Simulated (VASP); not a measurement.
# WC (Qusongite) (P-6m2) in VASP: further runs, part 2 of 2

VASP 6.6.1. The steps go on from the part before.

### Step 3. Single point, LDA

This run uses another cell than the first one, of 9.96 Å³/atom, 1.021 times its volume.

The input, INCAR:

```
SYSTEM = WC
PREC = Accurate
ENCUT = 520
EDIFF = 1E-7
ISMEAR = -1
SIGMA = 0.05
LREAL = .False.
LASPH = .True.
NELM = 60
ALGO = Normal
ISIF = 2
LWAVE = .False.
LCHARG = .False.
GGA = CA
NBANDS = 16
```

The input, KPOINTS:

```
Automatic mesh
0
Gamma
  10 10 9
  0 0 0
```

The input, POSCAR:

```
WC
1.0
    2.8672181576      0.0000000000      0.0000000000
   -1.4336090788      2.4830837627      0.0000000000
    0.0000000000      0.0000000000      2.7982628680
W C
1 1
Direct
    0.0000000000      0.0000000000      0.0000000000
    0.6666666667      0.3333333333      0.5000000000
```

Potentials or basis: VASP PAW LDA potentials, release 64 (W_sv, C).

Started as:

```console
> cat potpaw_LDA.64/W_sv/POTCAR potpaw_LDA.64/C/POTCAR > POTCAR
> mpirun -np 1 vasp_std > vasp.out
```

OUTCAR:

```text
SYSTEM = WC
   PREC = Accurate
   ENCUT = 520
   EDIFF = 1E-7
   ISMEAR = -1
   LREAL = .False.
   LASPH = .True.
   NELM = 60
   ISIF = 2
   GGA = CA

 ion  position               nearest neighbor table
   1  0.000  0.000  0.000-   2 2.17   2 2.17   2 2.17   2 2.17   2 2.17   2 2.17
   2  0.667  0.333  0.500-   1 2.17   1 2.17   1 2.17   1 2.17   1 2.17   1 2.17

  LATTYP: Found a hexagonal cell.
 ALAT       =     2.8672181576
 C/A-ratio  =     0.9759504559

  Lattice vectors:

 A1 = (   2.8672181576,   0.0000000000,   0.0000000000)
 A2 = (  -1.4336090788,   2.4830837627,   0.0000000000)
 A3 = (   0.0000000000,   0.0000000000,   2.7982628680)

Analysis of symmetry for initial positions (statically):
=====================================================================
 Subroutine PRICEL returns:
 Original cell was already a primitive cell.

 Routine SETGRP: Setting up the symmetry group for a
 hexagonal supercell.

 Subroutine GETGRP returns: Found 12 space group operations
 (whereof 12 operations were pure point group operations)
 out of a pool of 24 trial point group operations.

The static configuration has the point symmetry D_3h.

Analysis of symmetry for dynamics (positions and initial velocities):
=====================================================================
 Subroutine PRICEL returns:
 Original cell was already a primitive cell.

 Routine SETGRP: Setting up the symmetry group for a
 hexagonal supercell.

 Subroutine GETGRP returns: Found 12 space group operations
 (whereof 12 operations were pure point group operations)
 out of a pool of 24 trial point group operations.

The dynamic configuration has the point symmetry D_3h.

 Subroutine INISYM returns: Found 12 space group operations
 (whereof 12 operations are pure point group operations),
 and found     1 'primitive' translations

----------------------------------------------------------------------------------------

                                     Primitive cell

  volume of cell :      19.9224

  direct lattice vectors                    reciprocal lattice vectors
     2.867218158  0.000000000  0.000000000     0.348770113  0.201362518  0.000000000
    -1.433609079  2.483083763  0.000000000     0.000000000  0.402725037  0.000000000
     0.000000000  0.000000000  2.798262868     0.000000000  0.000000000  0.357364568

  length of vectors
     2.867218158  2.867218158  2.798262868     0.402725037  0.402725037  0.357364568

  position of ions in fractional coordinates (direct lattice)
     0.000000000  0.000000000  0.000000000
     0.666666667  0.333333333  0.500000000

  ion indices of the primitive-cell ions
   primitive index   ion index
                 1           1
                 2           2

----------------------------------------------------------------------------------------

 KPOINTS: Automatic mesh

Automatic generation of k-mesh.
 Grid dimensions read from file:
 generate k-points for:   10   10    9

 Generating k-lattice:

  Cartesian coordinates                     Fractional coordinates (reciprocal lattice)
     0.034877011  0.020136252  0.000000000     0.100000000  0.000000000  0.000000000
     0.000000000  0.040272504  0.000000000     0.000000000  0.100000000  0.000000000
     0.000000000  0.000000000  0.039707174     0.000000000  0.000000000  0.111111111

  Length of vectors
     0.040272504  0.040272504  0.039707174

  Shift w.r.t. Gamma in fractional coordinates (k-lattice)
     0.000000000  0.000000000  0.000000000

 Subroutine IBZKPT returns following result:
 ===========================================

 Found     70 irreducible k-points:

 Following reciprocal coordinates:
            Coordinates               Weight
  0.000000  0.000000  0.000000      1.000000
  0.100000  0.000000  0.000000      6.000000
  0.200000  0.000000  0.000000      6.000000
  0.300000 -0.000000  0.000000      6.000000
  0.400000  0.000000  0.000000      6.000000
  0.500000  0.000000  0.000000      3.000000
[... 16 lines left out ...]
  0.300000  0.100000  0.111111     24.000000
  0.400000  0.100000  0.111111     24.000000
 [... further k-points ...]
   k-points           NKPTS =     70   k-points in BZ     NKDIM =     70   number of bands    NBANDS=     16
   number of dos      NEDOS =    301   number of ions     NIONS =      2
   total plane-waves  NPLWV =  13824
   dimension x,y,z NGX =    24 NGY =   24 NGZ =   24
   dimension x,y,z NGXF=    48 NGYF=   48 NGZF=   48
   ions per type =               1   1
   NGX,Y,Z   is equivalent  to a cutoff of  13.92, 13.92, 14.26 a.u.
   NGXF,Y,Z  is equivalent  to a cutoff of  27.83, 27.83, 28.52 a.u.
 SYSTEM =  WC
   PREC   = accura    normal or accurate (medium, high low for compatibility)
   ISTART =      0    job   : 0-new  1-cont  2-samecut
   ICHARG =      2    charge: 1-file 2-atom 10-const
   ISPIN  =      1    spin polarized calculation?
   LNONCOLLINEAR =      F non collinear calculations
   LSORBIT =      F    spin-orbit coupling
   LASPH  =      T    aspherical Exc in radial PAW
   ENCUT  =  520.0 eV  38.22 Ry    6.18 a.u.   5.33  5.33  5.20*2*pi/ulx,y,z
   NELM   =     60;   NELMIN=  2; NELMDL= -5     # of ELM steps
   EDIFF  = 0.1E-06   stopping-criterion for ELM
   LREAL  =      F    real-space projection
   EDIFFG = 0.1E-05   stopping-criterion for IOM
   NSW    =      0    number of steps for IOM
   IBRION =     -1    ionic relax: 0-MD 1-quasi-New 2-CG
   NFREE  =      0    steps in history (QN), initial steepest desc. (CG)
   ISIF   =      2    stress and relaxation
   ISYM   =      2    0-nonsym 1-usesym 2-fastsym
   POTIM  = 0.5000    time-step for ionic-motion
   TEBEG  =    0.0;   TEEND  =   0.0 temperature during run
   PSTRESS=    0.0 pullay stress
   NELECT =      18.0000    total number of electrons
   NUPDOWN=      -1.0000    fix difference up-down
   EMIN   =  10.00;   EMAX   =-10.00  energy-range for DOS
[... 5 lines left out ...]
     AMIX     =   0.40;   BMIX     =  1.00
     AMIX_MAG =   1.60;   BMIX_MAG =  1.00
  volume/ion in A,a.u.               =       9.96        67.22
  Fermi-wavevector in a.u.,A,eV,Ry     =   1.582652  2.990779 34.079705  2.504788
  Thomas-Fermi vector in A             =   2.682543
   LORBIT       =      0    0 simple, 1 ext, 2 COOP (PROOUT), +10 PAW based schemes
   GGA     = CA    functional components
   LHFCALC =     F    Hartree Fock is set to
   AEXX    =    0.0000 exact exchange contribution
   IVDW    =     0    specifies the selected vdW correction
   LEPSILON=     F    determine dielectric tensor
   LRPA    =     F    only Hartree local field effects (RPA)
 non-spin polarized calculation
  energy-cutoff  :      520.00
  volume of cell :       19.92
 maximum number of plane-waves:       551
 NGX is ok and might be reduce to    24
   NGX = 11   NGY = 11   NGZ = 11

 number of electron      18.0000000 magnetization

 Free energy of the ion-electron system (eV)
  ---------------------------------------------------
  ext. energy  EPLUGINS =         0.00000000
  ---------------------------------------------------
  free energy    TOTEN  =       -24.68973783 eV

  energy without entropy =      -24.68762404  energy(sigma->0) =      -24.68868093

 E-fermi :  11.5550     XC(G=0): -14.2035

 val. band max:       11.5420263360   @ k =   0.1000   0.0000   0.3333
 cond. band min:      11.6002375204   @ k =   0.4000   0.2000   0.0000
 fundamental gap:      0.0582111844
 Fermi energy:        11.5549562777

 k-point     1 :       0.0000    0.0000    0.0000
  band No.  band energies     occupation
      1     -61.8697      2.00000
      2     -26.1165      2.00000
      3     -25.9898      2.00000
      4     -25.9898      2.00000
      5      -3.0058      2.00000
      6       7.0242      2.00000
[... 8 lines left out ...]
     15      26.4130      0.00000
     16      28.7332      0.00000

 k-point     2 :       0.1000    0.0000    0.0000
  band No.  band energies     occupation
      1     -61.8628      2.00000
      2     -26.1040      2.00000
      3     -26.0869      2.00000
      4     -26.0116      2.00000
      5      -2.7284      2.00000
      6       7.0655      2.00000
[... 8 lines left out ...]
     15      25.8816      0.00000
     16      29.3004      0.00000
[... 387 lines left out ...]
      5      -0.1040      2.00000
      6       5.0690      2.00000
[... 8 lines left out ...]
     15      26.3469      0.00000
     16      28.6846      0.00000

 k-point    24 :       0.4000    0.1000    0.1111
  band No.  band energies     occupation
      1     -61.7909      2.00000
      2     -26.8833      2.00000
      3     -26.2560      2.00000
      4     -26.0813      2.00000
      5       0.6036      2.00000
      6       4.5149      2.00000
[... 8 lines left out ...]
     15      25.5378      0.00000
     16      29.5230      0.00000

 [... further k-points ...]
[... 5 lines left out ...]
  --------------------------------------------------------------------------------------
  -------------------------------------------------------------------------------------
  Total        1.2538293      1.2538293      1.3277926      0.0000000     -0.0000000      0.0000000
  in kB      100.8343180    100.8343180    106.7825273      0.0000000     -0.0000000      0.0000000
  external PRESSURE =     102.8170544 kB  Pullay stress =       0.0000000 kB

 VOLUME and BASIS-vectors are now :
 -----------------------------------------------------------------------------
  energy-cutoff  :      520.00
  volume of cell :       19.92
      direct lattice vectors                 reciprocal lattice vectors
     2.867218158  0.000000000  0.000000000     0.348770113  0.201362518  0.000000000
    -1.433609079  2.483083763  0.000000000     0.000000000  0.402725037  0.000000000
     0.000000000  0.000000000  2.798262868     0.000000000  0.000000000  0.357364568

 POSITION                                       TOTAL-FORCE (eV/Angst)
 -----------------------------------------------------------------------------------
      0.00000      0.00000      0.00000         0.000000     -0.000000      0.000000
      1.43361      0.82769      1.39913        -0.000000      0.000000      0.000000
 -----------------------------------------------------------------------------------
    total drift:                                0.000000     -0.000000      0.000000

  FREE ENERGIE OF THE ION-ELECTRON SYSTEM (eV)
  ---------------------------------------------------
  free  energy   TOTEN  =       -24.6897378252 eV

  energy  without entropy=      -24.6876240442  energy(sigma->0) =      -24.68868093
```

OSZICAR:

```text
N       E                     dE             d eps       ncg     rms          rms(c)
DAV:   1     0.104995426955E+03    0.10500E+03   -0.93004E+03  2256   0.126E+03
DAV:   2    -0.247920440799E+02   -0.12979E+03   -0.12579E+03  2640   0.335E+02
DAV:   3    -0.277719041820E+02   -0.29799E+01   -0.29710E+01  2488   0.485E+01
DAV:   4    -0.277871305221E+02   -0.15226E-01   -0.15226E-01  2856   0.389E+00
DAV:   5    -0.277872404485E+02   -0.10993E-03   -0.10993E-03  2552   0.315E-01    0.353E+01
DAV:   6    -0.247952807513E+02    0.29920E+01   -0.56254E+00  2744   0.256E+01    0.975E+00
DAV:   7    -0.247254209862E+02    0.69860E-01   -0.43010E-01  2328   0.519E+00    0.691E+00
DAV:   8    -0.246911376836E+02    0.34283E-01   -0.61777E-02  2496   0.189E+00    0.110E+00
DAV:   9    -0.246898697444E+02    0.12679E-02   -0.32972E-03  2448   0.393E-01    0.995E-02
DAV:  10    -0.246897402483E+02    0.12950E-03   -0.29253E-04  2736   0.200E-01    0.558E-02
DAV:  11    -0.246897386327E+02    0.16156E-05   -0.18997E-05  2552   0.372E-02    0.878E-03
DAV:  12    -0.246897378232E+02    0.80942E-06   -0.28097E-06  2536   0.132E-02    0.180E-03
DAV:  13    -0.246897378252E+02   -0.19795E-08   -0.10659E-07  1944   0.267E-03
   1 F= -.24689738E+02 E0= -.24688681E+02  d E =-.211378E-02
```

It took 13 s on 1 thread of Intel Xeon Platinum 8259CL at 2.50GHz (Skylake/Cascade Lake), shared host; peak memory 0.14 GiB.

What came out:

```yaml
Free_energy: -24.6897 eV
Pressure: 10.3 GPa
Band_gap_on_the_k_mesh: zero (band 9 reaches 12.26 eV, above the bottom of band 10 at 10.96 eV)
```

Stress tensor (GPa, compression positive):
```
10.08  0.00  0.00
 0.00 10.08  0.00
 0.00  0.00 10.68
```

Levels at points of the mesh, in eV from the Fermi level:
| k point | band 6 | band 7 | band 8 | band 9 | band 10 | band 11 | band 12 | band 13 |
| --- | --- | --- | --- | --- | --- | --- | --- | --- |
| (0.00, 0.00, 0.00) | -4.53 | -3.48 | -3.48 | 0.16 | 3.41 | 3.41 | 5.86 | 5.86 |
| (0.50, 0.00, 0.00) | -7.11 | -3.78 | -3.74 | -0.42 | 2.45 | 4.78 | 5.18 | 7.10 |

Caveat: spin-orbit coupling is left out, which moves the levels of the heavy elements.
